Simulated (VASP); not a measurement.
Write the native input for VASP 6.6.1 that does the following.

```yaml
Task: single point
Functional: PBE
Potentials_or_basis: VASP PAW PBE potentials, release 64 (Ta_pv, N)
Cutoff: 520 eV
k_mesh: 12 × 12 × 10
Occupations: fermi-dirac, width 0.02 eV
Spin: no spin polarisation
Dipole_correction: no
Further_INCAR_settings: ALGO = Normal; EDIFF = 1e-06; NBANDS = 15
```

The structure of TaN lies in POSCAR:

```
TaN
1.0
    2.9083200731      0.0000000000      0.0000000000
   -1.4541600366      2.5186790657      0.0000000000
    0.0000000000      0.0000000000      2.8538767967
Ta N
1 1
Direct
    0.3333333333      0.6666666667      0.5000000000
    0.0000000000      0.0000000000      0.0000000000
```

This cell differs from its parent crystal: volume scaled by 0.97.

One way to write it, as run:

INCAR

```
PREC = Accurate ; ENCUT = 520
EDIFF = 1E-6 ; ISMEAR = -1
SIGMA = 0.02 ; LREAL = False
LASPH = True ; NELM = 100
ALGO = Normal ; ISIF = 2
LWAVE = False ; LCHARG = True
GGA = PE ; LELF = True
LVHAR = True ; NBANDS = 15
```

KPOINTS

```
Automatic mesh
0
Gamma
  12 12 10
```

Potentials or basis: VASP PAW PBE potentials, release 64 (Ta_pv, N).

Command:

```sh
$ cat potpaw_PBE.64/Ta_pv/POTCAR potpaw_PBE.64/N/POTCAR > POTCAR
$ mpirun -np 1 vasp_std > vasp.out
```

Results of the run:

```
Pressure               : 17.2 GPa
Band gap on the k mesh : zero (band 8 reaches 9.01 eV, above the bottom of band 9 at 8.48 eV)
```

Caveat: spin-orbit coupling is left out, which moves the levels of the heavy elements.

Wall time 21 s on 1 thread of Intel(R) Xeon(R) Platinum 8259CL CPU @ 2.50GHz (Skylake/Cascade Lake) (shared host), peak memory 0.16 GiB.
